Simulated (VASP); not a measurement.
# Zn (a cell with a defect) in VASP: single point with LDA

Aim: the single point of Zn (a cell with a defect) with LDA.

All numbers are computed with VASP 6.6.1; they aren't measurements. Logs are shortened: lines on timing, memory, paths and dates and some standing lists are left out, and cuts for length are marked.

## Step 1: The cell of the first run

The cell holds a defect, 17 atoms: a = 7.998 Å, b = 7.998 Å, c = 4.958 Å, α = 90.00°, β = 90.00°, γ = 120.00°.

## Step 2: Single point, LDA

INCAR reads:

```
ALGO     = Normal         # electronic algorithm
EDIFF    = 1E-6           # SCF threshold, eV
ENCUT    = 520            # plane-wave cutoff, eV
ISIF     = 2              # what is computed and relaxed
ISMEAR   = 0              # smearing method
LASPH    = T              # aspherical terms in the spheres
LCHARG   = F              # write CHGCAR
LREAL    = Auto         
LWAVE    = F              # write WAVECAR
NBANDS   = 116            # bands
NELM     = 60             # most SCF steps
PREC     = Accurate       # precision mode
SIGMA    = 0.1            # smearing width, eV
```

KPOINTS reads:

```
k-points
0
Gamma
  2 2 3
```

POSCAR reads:

```
Zn
1.0
    7.9977453100      0.0000000100      0.0000000000
   -3.9988726600      6.9262506100      0.0000000000
    0.0000000000      0.0000000000      4.9584000700
Zn
17
Direct
    0.1217523808      0.2267757965      0.2498023521
    0.2262046613      0.1130901900      0.7484928500
    0.0911066122      0.5377291711      0.2500814744
    0.2261905709      0.4449505470      0.7519475935
    0.0911717590      0.8851971065      0.2509769245
    0.2277217159      0.7798055978      0.7484847829
    0.4519491053      0.2195350820      0.2515684459
    0.5662296237      0.1153170798      0.7606003846
    0.4520105642      0.5642881287      0.2482728264
    0.5669135498      0.4493679437      0.7480665028
    0.4106870428      0.8712163818      0.2493191317
    0.5661720332      0.7827490369      0.7427173984
    0.8951161050      0.1134996458      0.7457205848
    0.7761203594      0.5539476130      0.2491775538
    0.8931146473      0.4443736105      0.7484686487
    0.7626542318      1.0473552577      0.2462830717
    0.8930821468      0.7806376488      0.7544625176
```

Potentials or basis: VASP PAW LDA potentials, release 64 (Zn).

Launch:

```sh
cat potpaw_LDA.64/Zn/POTCAR > POTCAR
mpirun -np 1 vasp_std > vasp.out
```

OUTCAR:

```text
EDIFF = 1E-6
   ENCUT = 520
   ISIF = 2
   ISMEAR = 0
   LASPH = T
   LREAL = Auto
   NELM = 60
   PREC = Accurate

 ion  position               nearest neighbor table
   1  0.122  0.227  0.250-  16 2.49   3 2.62   5 2.62   7 2.67   9 2.67   4 2.89   2 2.90   2 2.91
                             4 2.91  13 2.92  13 2.95
   2  0.226  0.113  0.748-  13 2.65   4 2.65  17 2.66   6 2.67  10 2.71   8 2.71   1 2.90   1 2.91
                             7 2.92   5 2.93   7 2.94   5 2.95
   3  0.091  0.538  0.250-  14 2.59  11 2.61   1 2.62   5 2.78   9 2.79  15 2.83  15 2.84   4 2.94
                             4 2.95   6 2.99   6 3.00
   4  0.226  0.445  0.752-  13 2.65   2 2.65  15 2.66   6 2.67  10 2.71  12 2.71   1 2.89   1 2.91
                             9 2.92   3 2.94   9 2.95   3 2.95
   5  0.091  0.885  0.251-  14 2.59  11 2.61   1 2.62   3 2.78   7 2.79  17 2.82  17 2.85   2 2.93
                             2 2.95   6 2.98   6 3.01
   6  0.228  0.780  0.748-   2 2.67   4 2.67  15 2.68  17 2.68  12 2.70   8 2.70  11 2.78  11 2.79
                             5 2.98   3 2.99   3 3.00   5 3.01
   7  0.452  0.220  0.252-  14 2.63  11 2.64   1 2.67   9 2.76   5 2.79   8 2.87   2 2.92  10 2.93
                             8 2.94   2 2.94  10 2.96
   8  0.566  0.115  0.761-  15 2.62  13 2.64  12 2.66  10 2.67   6 2.70   2 2.71   7 2.87   7 2.94
                            11 2.97
   9  0.452  0.564  0.248-  14 2.63  11 2.64   1 2.67   7 2.76   3 2.79  12 2.88   4 2.92  12 2.93
                            10 2.95  10 2.95   4 2.95
  10  0.567  0.449  0.748-  15 2.63  17 2.63  12 2.67   8 2.67   2 2.71   4 2.71  14 2.87  14 2.88
                             7 2.93   9 2.95   9 2.95   7 2.96
  11  0.411  0.871  0.249-  16 2.44   5 2.61   3 2.61   9 2.64   7 2.64   6 2.78   6 2.79   8 2.97
                            12 2.99  12 3.04
  12  0.566  0.783  0.743-  17 2.62  13 2.64   8 2.66  10 2.67   6 2.70   4 2.71   9 2.88   9 2.93
                            11 2.99  11 3.04
  13  0.895  0.113  0.746-  12 2.64   8 2.64  16 2.64  16 2.65   4 2.65   2 2.65  15 2.65  17 2.65
                             1 2.92   1 2.95
  14  0.776  0.554  0.249-   3 2.59   5 2.59   9 2.63   7 2.63  10 2.87  10 2.88  17 2.91  15 2.93
                            15 2.94  17 2.96
  15  0.893  0.444  0.748-   8 2.62  10 2.63  13 2.65   4 2.66   6 2.68  17 2.69   3 2.83   3 2.84
                            14 2.93  14 2.94
  16  0.763  0.047  0.246-  11 2.44   1 2.49  13 2.64  13 2.65
  17  0.893  0.781  0.754-  12 2.62  10 2.63  13 2.65   2 2.66   6 2.68  15 2.69   5 2.82   5 2.85
                            14 2.91  14 2.96

  LATTYP: Found a hexagonal cell.
 ALAT       =     7.9977453100
 C/A-ratio  =     0.6199747401

  Lattice vectors:

 A1 = (   7.9977453100,   0.0000000100,   0.0000000000)
 A2 = (  -3.9988726600,   6.9262506100,   0.0000000000)
 A3 = (   0.0000000000,   0.0000000000,   4.9584000700)

Analysis of symmetry for initial positions (statically):
=====================================================================
 Subroutine PRICEL returns:
 Original cell was already a primitive cell.

 Routine SETGRP: Setting up the symmetry group for a
 hexagonal supercell.

 Subroutine GETGRP returns: Found  1 space group operations
 (whereof  1 operations were pure point group operations)
 out of a pool of 24 trial point group operations.

The static configuration has the point symmetry C_1 .

Analysis of symmetry for dynamics (positions and initial velocities):
=====================================================================
 Subroutine PRICEL returns:
 Original cell was already a primitive cell.

 Routine SETGRP: Setting up the symmetry group for a
 hexagonal supercell.

 Subroutine GETGRP returns: Found  1 space group operations
 (whereof  1 operations were pure point group operations)
 out of a pool of 24 trial point group operations.

The dynamic configuration has the point symmetry C_1 .

 Subroutine INISYM returns: Found  1 space group operations
 (whereof  1 operations are pure point group operations),
 and found     1 'primitive' translations

----------------------------------------------------------------------------------------

                                     Primitive cell

  volume of cell :     274.6675

  direct lattice vectors                    reciprocal lattice vectors
     7.997745310  0.000000010  0.000000000     0.125035239  0.072189129  0.000000000
    -3.998872660  6.926250610  0.000000000    -0.000000000  0.144378258  0.000000000
     0.000000000  0.000000000  4.958400070     0.000000000  0.000000000  0.201677958

  length of vectors
     7.997745310  7.997745311  4.958400070     0.144378258  0.144378258  0.201677958
[... 51 lines left out ...]
     0.062517620  0.036094565  0.000000000     0.500000000  0.000000000  0.000000000
    -0.000000000  0.072189129  0.000000000     0.000000000  0.500000000  0.000000000
     0.000000000  0.000000000  0.067225986     0.000000000  0.000000000  0.333333333

  Length of vectors
     0.072189129  0.072189129  0.067225986

  Shift w.r.t. Gamma in fractional coordinates (k-lattice)
     0.000000000  0.000000000  0.000000000

 Subroutine IBZKPT returns following result:
 ===========================================

 Found      8 irreducible k-points:

 Following reciprocal coordinates:
            Coordinates               Weight
  0.000000  0.000000  0.000000      1.000000
  0.500000  0.000000  0.000000      1.000000
  0.000000  0.500000  0.000000      1.000000
  0.500000  0.500000  0.000000      1.000000
  0.000000  0.000000  0.333333      2.000000
  0.500000  0.000000  0.333333      2.000000
  0.000000  0.500000  0.333333      2.000000
  0.500000  0.500000  0.333333      2.000000
   k-points           NKPTS =      8   k-points in BZ     NKDIM =      8   number of bands    NBANDS=    116
   number of dos      NEDOS =    301   number of ions     NIONS =     17
   total plane-waves  NPLWV = 144000
   dimension x,y,z NGX =    60 NGY =   60 NGZ =   40
   dimension x,y,z NGXF=   120 NGYF=  120 NGZF=   80
   ions per type =              17
   NGX,Y,Z   is equivalent  to a cutoff of  12.47, 12.47, 13.41 a.u.
   NGXF,Y,Z  is equivalent  to a cutoff of  24.94, 24.94, 26.82 a.u.
 SYSTEM =  unknown system
   PREC   = accura    normal or accurate (medium, high low for compatibility)
   ISTART =      0    job   : 0-new  1-cont  2-samecut
   ICHARG =      2    charge: 1-file 2-atom 10-const
   ISPIN  =      1    spin polarized calculation?
   LNONCOLLINEAR =      F non collinear calculations
   LSORBIT =      F    spin-orbit coupling
   LASPH  =      T    aspherical Exc in radial PAW
   ENCUT  =  520.0 eV  38.22 Ry    6.18 a.u.  14.87 14.87  9.22*2*pi/ulx,y,z
   NELM   =     60;   NELMIN=  2; NELMDL= -5     # of ELM steps
   EDIFF  = 0.1E-05   stopping-criterion for ELM
   LREAL  =      T    real-space projection
   EDIFFG = 0.1E-04   stopping-criterion for IOM
   NSW    =      0    number of steps for IOM
   IBRION =     -1    ionic relax: 0-MD 1-quasi-New 2-CG
   NFREE  =      0    steps in history (QN), initial steepest desc. (CG)
   ISIF   =      2    stress and relaxation
   ISYM   =      2    0-nonsym 1-usesym 2-fastsym
   POTIM  = 0.5000    time-step for ionic-motion
   TEBEG  =    0.0;   TEEND  =   0.0 temperature during run
   PSTRESS=    0.0 pullay stress
   NELECT =     204.0000    total number of electrons
   NUPDOWN=      -1.0000    fix difference up-down
   EMIN   =  10.00;   EMAX   =-10.00  energy-range for DOS
   EFERMI =   0.00;   METHOD = LEGACY
   ISMEAR =     0;   SIGMA  =   0.10  broadening in eV -4-tet -1-fermi 0-gaus
   EFERMI_NEDOS =   21; number of points for ismear=-14 and -15
   IALGO  =     38    algorithm
   IMIX   =      4    mixing-type and parameters
     AMIX     =   0.40;   BMIX     =  1.00
     AMIX_MAG =   1.60;   BMIX_MAG =  1.00
  volume/ion in A,a.u.               =      16.16       109.03
  Fermi-wavevector in a.u.,A,eV,Ry     =   1.482572  2.801655 29.905871  2.198020
  Thomas-Fermi vector in A             =   2.596341
   LORBIT       =      0    0 simple, 1 ext, 2 COOP (PROOUT), +10 PAW based schemes
   GGA     = CA    functional components
   LHFCALC =     F    Hartree Fock is set to
   AEXX    =    0.0000 exact exchange contribution
   IVDW    =     0    specifies the selected vdW correction
   LEPSILON=     F    determine dielectric tensor
   LRPA    =     F    only Hartree local field effects (RPA)
 non-spin polarized calculation
 Gauss-broadening in eV      SIGMA  =   0.10
  energy-cutoff  :      520.00
  volume of cell :      274.67
 maximum number of plane-waves:      7477
 NGX is ok and might be reduce to    60
   NGX = 29   NGY = 29   NGZ = 19

 number of electron     204.0000050 magnetization

 Free energy of the ion-electron system (eV)
  ---------------------------------------------------
  ext. energy  EPLUGINS =         0.00000000
  ---------------------------------------------------
  free energy    TOTEN  =       -30.43285426 eV

  energy without entropy =      -30.41861914  energy(sigma->0) =      -30.42573670

 E-fermi :   2.3607     XC(G=0): -11.5290

 val. band max:        2.3030642528   @ k =   0.5000   0.5000   0.0000
 cond. band min:       2.3647131675   @ k =   0.0000   0.0000   0.0000
 fundamental gap:      0.0616489147
 Fermi energy:         2.3607112982

 k-point     1 :       0.0000    0.0000    0.0000
  band No.  band energies     occupation
      1      -7.6222      2.00000
      2      -6.0852      2.00000
      3      -6.0142      2.00000
      4      -5.9619      2.00000
      5      -5.9584      2.00000
      6      -5.9443      2.00000
[... 925 lines left out ...]
    113       6.3570      0.00000
    114       6.5105      0.00000
 [bands above 114 left out]

------------------------ aborting loop because EDIFF is reached ----------------------------------------

  FORCE on cell =-STRESS in cart. coord.  units (eV):
  Direction    XX          YY          ZZ          XY          YZ          ZX
  --------------------------------------------------------------------------------------
  -------------------------------------------------------------------------------------
  Total      -19.0044829    -20.3295293     -2.0885148      1.1361523      0.0516210     -0.0242499
  in kB     -110.8560254   -118.5852213    -12.1826228      6.6273484      0.3011131     -0.1414531
  external PRESSURE =     -80.5412898 kB  Pullay stress =       0.0000000 kB

 VOLUME and BASIS-vectors are now :
 -----------------------------------------------------------------------------
  energy-cutoff  :      520.00
  volume of cell :      274.67
      direct lattice vectors                 reciprocal lattice vectors
     7.997745310  0.000000010  0.000000000     0.125035239  0.072189129  0.000000000
    -3.998872660  6.926250610  0.000000000    -0.000000000  0.144378258  0.000000000
     0.000000000  0.000000000  4.958400070     0.000000000  0.000000000  0.201677958

 POSITION                                       TOTAL-FORCE (eV/Angst)
 -----------------------------------------------------------------------------------
      0.06690      1.57071      1.23862         0.064422      0.036117      0.005238
      1.35689      0.78329      3.71133        -0.000727     -0.002646     -0.004456
     -1.42166      3.72445      1.24000        -0.002393     -0.023793      0.001037
      0.02971      3.08184      3.72846        -0.003042      0.000553      0.002177
     -2.81062      6.13110      1.24444        -0.021768      0.010064      0.001637
     -1.29708      5.40113      3.71129        -0.010530     -0.005888     -0.003771
[... 9 lines left out ...]
      5.91015      0.32799      1.22117        -0.027434     -0.015630     -0.000743
      4.02097      5.40689      3.74093         0.008392     -0.003890      0.006088
 -----------------------------------------------------------------------------------
    total drift:                                0.000017     -0.000786      0.004042

  FREE ENERGIE OF THE ION-ELECTRON SYSTEM (eV)
  ---------------------------------------------------
  free  energy   TOTEN  =       -30.4328542649 eV

  energy  without entropy=      -30.4186191431  energy(sigma->0) =      -30.42573670
```

It took 18 min on 1 thread of Oxide Virtual Turin-like, shared host; peak memory 0.34 GiB.

Results:

- Free energy: -30.4329 eV
- Pressure: -8.1 GPa
- Largest force: 0.074 eV/Å
- Band gap on the k mesh: zero (bands 102 and 103 overlap by 1.59 eV)

Forces on the atoms (eV/Å):
```
Zn   0.064  0.036  0.005
Zn  -0.001 -0.003 -0.004
Zn  -0.002 -0.024  0.001
Zn  -0.003  0.001  0.002
Zn  -0.022  0.010  0.002
Zn  -0.011 -0.006 -0.004
Zn   0.016 -0.011  0.001
Zn  -0.001 -0.005  0.017
Zn  -0.002  0.021  0.001
Zn  -0.007 -0.004 -0.001
Zn  -0.008 -0.006  0.004
Zn  -0.004  0.002 -0.015
Zn  -0.005 -0.003 -0.007
Zn   0.004  0.002  0.001
Zn   0.000  0.009 -0.008
Zn  -0.027 -0.016 -0.001
Zn   0.008 -0.004  0.006
```

Levels at points of the mesh, in eV from the Fermi level:
```
           k point  band 99  band 100  band 101  band 102  band 103  band 104  band 105  band 106  band 107  band 108
(0.00, 0.00, 0.00)    -0.36     -0.18      0.00      0.27      0.29      0.34      0.51      0.56      0.63      0.72
(0.50, 0.00, 0.00)    -1.76     -1.17     -0.75     -0.50      0.15      0.92      0.93      1.08      1.25      1.79
(0.00, 0.50, 0.00)    -1.78     -0.94     -0.87     -0.13     -0.06      0.69      0.89      1.09      1.41      1.98
(0.50, 0.50, 0.00)    -1.78     -0.94     -0.87     -0.13     -0.06      0.69      0.89      1.09      1.41      1.98
```

Caveat: the k points lie up to 0.45 Å⁻¹ apart, too coarse for converged energies and pressures of a metal.

The gap in the log of VASP goes by the Fermi energy; the results here count the filled bands.